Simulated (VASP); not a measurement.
# Hf (I4/mmm) in VASP: notebook

Hf is run at these levels: r2SCAN; tasks: single point.

Everything below comes from runs of VASP 6.6.1. Logs are shortened: lines on timing, memory, paths and dates and some standing lists are left out, and cuts for length are marked.

## Step 1: The cell of the first run

Symmetry: I4/mmm, No. 139, tetragonal system. The conventional cell has a = 3.922 Å, b = 3.922 Å, c = 3.059 Å, α = 90.00°, β = 90.00°, γ = 90.00°. Hf (site symmetry 4/mmm) has 14 Hf at 3.06 to 3.92 Å within 4.0 Å.

## Step 2: Single point, r2SCAN

POSCAR

```
Hf
1.0
   -1.9608558672      1.9608558672      1.5294675764
    1.9608558672     -1.9608558672      1.5294675764
    1.9608558672      1.9608558672     -1.5294675764
Hf
1
Direct
    0.0000000000      0.0000000000      0.0000000000
```

INCAR.step1

```
SYSTEM = Hf
PREC = Accurate
ENCUT = 520
ISMEAR = 0
SIGMA = 0.15
LREAL = .False.
LASPH = .True.
NELM = 100
NBANDS = 11
GGA = PE
ALGO = Normal
EDIFF = 1E-4
LWAVE = .True.
LCHARG = .False.
```

INCAR.step2

```
SYSTEM = Hf
PREC = Accurate
ENCUT = 520
EDIFF = 1E-6
ISMEAR = 0
SIGMA = 0.15
LREAL = .False.
LASPH = .True.
NELM = 100
ALGO = Normal
ISIF = 2
LWAVE = .False.
LCHARG = .False.
METAGGA = R2SCAN
LMIXTAU = .True.
NBANDS = 11
ISTART = 1
```

KPOINTS

```
Automatic mesh
0
Gamma
  20 20 20
  0 0 0
```

Potentials or basis: VASP PAW PBE potentials, release 64 (Hf_pv).

Started as:

```sh
$ cat potpaw_PBE.64/Hf_pv/POTCAR > POTCAR
$ cp INCAR.step1 INCAR
$ mpirun -np 1 vasp_std > vasp.out
$ cp INCAR.step2 INCAR
$ mpirun -np 1 vasp_std > vasp.out
```

OUTCAR:

```text
SYSTEM = Hf
   PREC = Accurate
   ENCUT = 520
   EDIFF = 1E-6
   ISMEAR = 0
   LREAL = .False.
   LASPH = .True.
   NELM = 100
   ISIF = 2
   METAGGA = R2SCAN
   ISTART = 1

 ion  position               nearest neighbor table
   1  0.000  0.000  0.000-

  LATTYP: Found a body centered tetragonal cell.
 ALAT       =     3.9217117344
 C/A-ratio  =     0.7800000000

  Lattice vectors:

 A1 = (  -1.9608558672,   1.9608558672,   1.5294675764)
 A2 = (   1.9608558672,  -1.9608558672,   1.5294675764)
 A3 = (   1.9608558672,   1.9608558672,  -1.5294675764)

Analysis of symmetry for initial positions (statically):
=====================================================================
 Subroutine PRICEL returns:
 Original cell was already a primitive cell.

 Routine SETGRP: Setting up the symmetry group for a
 body centered tetragonal supercell.

 Subroutine GETGRP returns: Found 16 space group operations
 (whereof 16 operations were pure point group operations)
 out of a pool of 16 trial point group operations.

The static configuration has the point symmetry D_4h.

Analysis of symmetry for dynamics (positions and initial velocities):
=====================================================================
 Subroutine PRICEL returns:
 Original cell was already a primitive cell.

 Routine SETGRP: Setting up the symmetry group for a
 body centered tetragonal supercell.

 Subroutine GETGRP returns: Found 16 space group operations
 (whereof 16 operations were pure point group operations)
 out of a pool of 16 trial point group operations.

The dynamic configuration has the point symmetry D_4h.

 Subroutine INISYM returns: Found 16 space group operations
 (whereof 16 operations are pure point group operations),
 and found     1 'primitive' translations

----------------------------------------------------------------------------------------

                                     Primitive cell

  volume of cell :      23.5229

  direct lattice vectors                    reciprocal lattice vectors
    -1.960855867  1.960855867  1.529467576     0.000000000  0.254990695  0.326911147
     1.960855867 -1.960855867  1.529467576     0.254990695  0.000000000  0.326911147
     1.960855867  1.960855867 -1.529467576     0.254990695  0.254990695  0.000000000

  length of vectors
     3.166888462  3.166888462  3.166888462     0.414597579  0.414597579  0.360611299

  position of ions in fractional coordinates (direct lattice)
     0.000000000  0.000000000  0.000000000

  ion indices of the primitive-cell ions
   primitive index   ion index
                 1           1

----------------------------------------------------------------------------------------

 KPOINTS: Automatic mesh

Automatic generation of k-mesh.
 Grid dimensions read from file:
 generate k-points for:   20   20   20

 Generating k-lattice:

  Cartesian coordinates                     Fractional coordinates (reciprocal lattice)
     0.000000000  0.012749535  0.016345557     0.050000000  0.000000000 -0.000000000
     0.012749535  0.000000000  0.016345557     0.000000000  0.050000000 -0.000000000
     0.012749535  0.012749535  0.000000000     0.000000000  0.000000000  0.050000000

  Length of vectors
     0.020729879  0.020729879  0.018030565

  Shift w.r.t. Gamma in fractional coordinates (k-lattice)
     0.000000000  0.000000000  0.000000000

 Subroutine IBZKPT returns following result:
 ===========================================

 Found    641 irreducible k-points:

 Following reciprocal coordinates:
            Coordinates               Weight
  0.000000  0.000000  0.000000      1.000000
  0.050000  0.000000 -0.000000      8.000000
  0.100000  0.000000 -0.000000      8.000000
  0.150000  0.000000 -0.000000      8.000000
  0.200000  0.000000 -0.000000      8.000000
  0.250000  0.000000  0.000000      8.000000
[... 16 lines left out ...]
 -0.400000  0.050000  0.000000     16.000000
 -0.350000  0.050000 -0.000000     16.000000
 [... further k-points ...]
   k-points           NKPTS =    641   k-points in BZ     NKDIM =    641   number of bands    NBANDS=     11
   number of dos      NEDOS =    301   number of ions     NIONS =      1
   total plane-waves  NPLWV =  13824
   dimension x,y,z NGX =    24 NGY =   24 NGZ =   24
   dimension x,y,z NGXF=    48 NGYF=   48 NGZF=   48
   ions per type =               1
   NGX,Y,Z   is equivalent  to a cutoff of  12.60, 12.60, 12.60 a.u.
   NGXF,Y,Z  is equivalent  to a cutoff of  25.20, 25.20, 25.20 a.u.
 SYSTEM =  Hf
   PREC   = accura    normal or accurate (medium, high low for compatibility)
   ISTART =      1    job   : 0-new  1-cont  2-samecut
   ICHARG =      0    charge: 1-file 2-atom 10-const
   ISPIN  =      1    spin polarized calculation?
   LNONCOLLINEAR =      F non collinear calculations
   LSORBIT =      F    spin-orbit coupling
   LASPH  =      T    aspherical Exc in radial PAW
   ENCUT  =  520.0 eV  38.22 Ry    6.18 a.u.   5.89  5.89  5.89*2*pi/ulx,y,z
   NELM   =    100;   NELMIN=  2; NELMDL=  0     # of ELM steps
   EDIFF  = 0.1E-05   stopping-criterion for ELM
   LREAL  =      F    real-space projection
   EDIFFG = 0.1E-04   stopping-criterion for IOM
   NSW    =      0    number of steps for IOM
   IBRION =     -1    ionic relax: 0-MD 1-quasi-New 2-CG
   NFREE  =      0    steps in history (QN), initial steepest desc. (CG)
   ISIF   =      2    stress and relaxation
   ISYM   =      2    0-nonsym 1-usesym 2-fastsym
   POTIM  = 0.5000    time-step for ionic-motion
   TEBEG  =    0.0;   TEEND  =   0.0 temperature during run
   PSTRESS=    0.0 pullay stress
   NELECT =      10.0000    total number of electrons
   NUPDOWN=      -1.0000    fix difference up-down
   EMIN   =  10.00;   EMAX   =-10.00  energy-range for DOS
   EFERMI =   0.00;   METHOD = LEGACY
   ISMEAR =     0;   SIGMA  =   0.15  broadening in eV -4-tet -1-fermi 0-gaus
   EFERMI_NEDOS =   21; number of points for ismear=-14 and -15
   IALGO  =     38    algorithm
   IMIX   =      4    mixing-type and parameters
     AMIX     =   0.40;   BMIX     =  1.00
     AMIX_MAG =   1.60;   BMIX_MAG =  1.00
  volume/ion in A,a.u.               =      23.52       158.74
  Fermi-wavevector in a.u.,A,eV,Ry     =   1.230961  2.326179 20.616432  1.515265
  Thomas-Fermi vector in A             =   2.365789
   LORBIT       =      0    0 simple, 1 ext, 2 COOP (PROOUT), +10 PAW based schemes
   METAGGA = R2SCAN    functional components
   LHFCALC =     F    Hartree Fock is set to
   AEXX    =    0.0000 exact exchange contribution
   IVDW    =     0    specifies the selected vdW correction
   LEPSILON=     F    determine dielectric tensor
   LRPA    =     F    only Hartree local field effects (RPA)
 non-spin polarized calculation
 Gauss-broadening in eV      SIGMA  =   0.15
  energy-cutoff  :      520.00
  volume of cell :       23.52
 maximum number of plane-waves:       658
   NGX = 11   NGY = 11   NGZ = 11

 number of electron      10.0000002 magnetization

 Free energy of the ion-electron system (eV)
  ---------------------------------------------------
  ext. energy  EPLUGINS =         0.00000000
  ---------------------------------------------------
  free energy    TOTEN  =       -44.90847398 eV

  energy without entropy =      -44.89201447  energy(sigma->0) =      -44.90024422

 E-fermi :   4.2262     XC(G=0): -11.9145

 val. band max:        4.2241182979   @ k =   0.2500   0.2000   0.2000
 cond. band min:       4.2264212480   @ k =  -0.2000  -0.2500   0.0500
 fundamental gap:      0.0023029501
 Fermi energy:         4.2261844899

 k-point     1 :       0.0000    0.0000    0.0000
  band No.  band energies     occupation
      1     -27.0205      2.00000
      2     -27.0204      2.00000
      3     -26.8815      2.00000
      4      -3.1017      2.00000
      5       4.2230      1.02379
      6       6.1593      0.00000
      7       7.3972      0.00000
      8       7.3972      0.00000
      9      10.0513      0.00000
     10      16.1180      0.00000
     11      16.7487      0.00000

 k-point     2 :       0.0500    0.0000   -0.0000
  band No.  band energies     occupation
      1     -27.0275      2.00000
      2     -27.0256      2.00000
      3     -26.9002      2.00000
      4      -2.9976      2.00000
      5       4.2608      0.74392
      6       6.2022      0.00000
      7       7.3030      0.00000
      8       7.3163      0.00000
      9       9.9497      0.00000
     10      16.1180      0.00000
     11      16.9841      0.00000

 k-point     3 :       0.1000    0.0000   -0.0000
  band No.  band energies     occupation
      1     -27.0550      2.00000
      2     -27.0405      2.00000
      3     -26.9471      2.00000
      4      -2.6919      2.00000
      5       4.3485      0.24900
      6       6.2504      0.00000
      7       7.1275      0.00000
      8       7.1370      0.00000
      9       9.7029      0.00000
     10      16.1180      0.00000
     11      17.6062      0.00000

 k-point     4 :       0.1500    0.0000   -0.0000
  band No.  band energies     occupation
      1     -27.1237      2.00000
      2     -27.0636      2.00000
      3     -26.9926      2.00000
      4      -2.2043      2.00000
      5       4.4033      0.09486
      6       6.0297      0.00000
      7       7.0234      0.00000
      8       7.2191      0.00000
      9       9.4099      0.00000
     10      16.1179      0.00000
     11      18.1404      0.00000
[... 239 lines left out ...]
 k-point    22 :      -0.4500    0.0500    0.0000
  band No.  band energies     occupation
      1     -27.7118      2.00000
      2     -27.2215      2.00000
      3     -27.1067      2.00000
      4       0.9451      2.00000
      5       3.2167      2.00000
      6       5.1880      0.00000
      7       8.3046      0.00000
      8      10.3219      0.00000
      9      10.7495      0.00000
     10      14.2989      0.00000
     11      16.1174      0.00000

 k-point    23 :      -0.4000    0.0500    0.0000
  band No.  band energies     occupation
      1     -27.6315      2.00000
      2     -27.2043      2.00000
      3     -27.0928      2.00000
      4       0.6676      2.00000
      5       3.4149      2.00000
      6       4.8490      0.00000
      7       8.4698      0.00000
      8       9.4974      0.00000
      9      10.0248      0.00000
     10      14.7544      0.00000
     11      16.1182      0.00000

 k-point    24 :      -0.3500    0.0500   -0.0000
  band No.  band energies     occupation
      1     -27.5256      2.00000
      2     -27.1789      2.00000
      3     -27.0741      2.00000
      4       0.1597      2.00000
      5       3.6712      2.00000
      6       4.7486      0.00000
      7       8.5911      0.00000
      8       8.7321      0.00000
      9       9.2614      0.00000
     10      15.4588      0.00000
     11      16.1186      0.00000

 [... further k-points ...]

------------------------ aborting loop because EDIFF is reached ----------------------------------------

  FORCE on cell =-STRESS in cart. coord.  units (eV):
  Direction    XX          YY          ZZ          XY          YZ          ZX
  --------------------------------------------------------------------------------------
  -------------------------------------------------------------------------------------
  Total       -1.3002391     -1.3002391     -0.0346651      0.0000000      0.0000000      0.0000000
  in kB      -88.5609358    -88.5609358     -2.3610853      0.0000000      0.0000000      0.0000000
  external PRESSURE =     -59.8276523 kB  Pullay stress =       0.0000000 kB

 VOLUME and BASIS-vectors are now :
 -----------------------------------------------------------------------------
  energy-cutoff  :      520.00
  volume of cell :       23.52
      direct lattice vectors                 reciprocal lattice vectors
    -1.960855867  1.960855867  1.529467576     0.000000000  0.254990695  0.326911147
     1.960855867 -1.960855867  1.529467576     0.254990695  0.000000000  0.326911147
     1.960855867  1.960855867 -1.529467576     0.254990695  0.254990695  0.000000000

 POSITION                                       TOTAL-FORCE (eV/Angst)
 -----------------------------------------------------------------------------------
      0.00000      0.00000      0.00000         0.000000      0.000000      0.000000
 -----------------------------------------------------------------------------------
    total drift:                                0.000000      0.000000      0.000000

  FREE ENERGIE OF THE ION-ELECTRON SYSTEM (eV)
  ---------------------------------------------------
  free  energy   TOTEN  =       -44.9084739776 eV

  energy  without entropy=      -44.8920144722  energy(sigma->0) =      -44.90024422
```

Wall time 2.4 min (1 thread of Intel Xeon 6975P-C (Granite Rapids), shared host); peak memory 0.28 GiB.

What came out:

- Free energy: -44.9085 eV
- Pressure: -6.0 GPa
- Band gap on the k mesh: zero (bands 5 and 6 overlap by 1.64 eV)

Levels at points of the mesh, in eV from the Fermi level:
| k point | band 1 | band 2 | band 3 | band 4 | band 5 | band 6 | band 7 | band 8 | band 9 | band 10 |
| --- | --- | --- | --- | --- | --- | --- | --- | --- | --- | --- |
| (0.00, 0.00, 0.00) | -31.25 | -31.25 | -31.11 | -7.33 | 0.00 | 1.93 | 3.17 | 3.17 | 5.83 | 11.89 |
| (0.50, 0.00, 0.00) | -32.00 | -31.45 | -31.34 | -3.21 | -1.16 | 1.39 | 3.99 | 6.89 | 7.07 | 10.41 |
| (0.50, 0.50, 0.00) | -31.93 | -31.23 | -31.20 | -3.81 | -0.31 | 1.80 | 2.06 | 4.08 | 7.22 | 9.31 |
| (0.50, 0.50, 0.50) | -31.79 | -31.79 | -31.37 | -2.77 | -2.44 | 5.06 | 5.06 | 6.70 | 6.70 | 7.19 |

Caveat: the stress differs along the axes, from -9 to -0 GPa; the PAW data sets were made with another functional, which shifts forces and pressure a little; spin-orbit coupling is left out, which moves the levels of the heavy elements.

## Step 3: Single point, r2SCAN

POSCAR

```
Hf
1.0
   -1.6538498904      1.6538498904      2.1500048575
    1.6538498904     -1.6538498904      2.1500048575
    1.6538498904      1.6538498904     -2.1500048575
Hf
1
Direct
    0.0000000000      0.0000000000      0.0000000000
```

INCAR.step1

```
SYSTEM = Hf
PREC = Accurate
ENCUT = 520
ISMEAR = 0
SIGMA = 0.15
LREAL = .FALSE.
LASPH = .TRUE.
NELM = 80
NBANDS = 11
GGA = PE
ALGO = Normal
EDIFF = 1E-4
LWAVE = .TRUE.
LCHARG = .FALSE.
```

INCAR.step2

```
SYSTEM = Hf
PREC = Accurate
ENCUT = 520
EDIFF = 1E-6
ISMEAR = 0
SIGMA = 0.15
LREAL = .FALSE.
LASPH = .TRUE.
NELM = 80
ALGO = Normal
ISIF = 2
LWAVE = .FALSE.
LCHARG = .FALSE.
METAGGA = R2SCAN
LMIXTAU = .TRUE.
NBANDS = 11
ISTART = 1
```

KPOINTS

```
regular mesh
0
G
  20 20 20
  0 0 0
```

Potentials or basis: VASP PAW PBE potentials, release 64 (Hf_pv).

Started as:

```sh
$ cat potpaw_PBE.64/Hf_pv/POTCAR > POTCAR
$ cp INCAR.step1 INCAR
$ mpirun -np 1 vasp_std > vasp.out
$ cp INCAR.step2 INCAR
$ mpirun -np 1 vasp_std > vasp.out
```

Wall time 2.5 min (1 thread of Intel Xeon 6975P-C (Granite Rapids), shared host); peak memory 0.28 GiB.

The run converged. Its results:

```
Free energy            : -45.0369 eV
Pressure               : -5.1 GPa
Band gap on the k mesh : zero (bands 5 and 6 overlap by 2.16 eV)
```

Stress tensor (GPa, compression positive):
```
-6.34  0.00  0.00
 0.00 -6.34  0.00
 0.00  0.00 -2.49
```

Levels at points of the mesh, in eV from the Fermi level:
| k point | band 1 | band 2 | band 3 | band 4 | band 5 | band 6 | band 7 | band 8 | band 9 | band 10 |
| --- | --- | --- | --- | --- | --- | --- | --- | --- | --- | --- |
| (0.00, 0.00, 0.00) | -31.31 | -31.31 | -31.31 | -7.36 | 1.35 | 1.35 | 2.21 | 3.73 | 4.91 | 11.80 |
| (0.50, 0.00, 0.00) | -32.02 | -31.44 | -31.36 | -3.56 | 0.25 | 0.90 | 1.99 | 5.99 | 6.66 | 9.44 |
| (0.50, 0.50, 0.00) | -31.97 | -31.58 | -31.47 | -3.17 | -1.82 | 1.75 | 6.24 | 6.40 | 7.27 | 9.95 |
| (0.50, 0.50, 0.50) | -31.97 | -31.62 | -31.62 | -2.97 | -2.15 | 3.18 | 6.38 | 6.86 | 6.86 | 9.18 |

Caveat: the cell stands under tension; the PAW data sets were made with another functional, which shifts forces and pressure a little; spin-orbit coupling is left out, which moves the levels of the heavy elements.
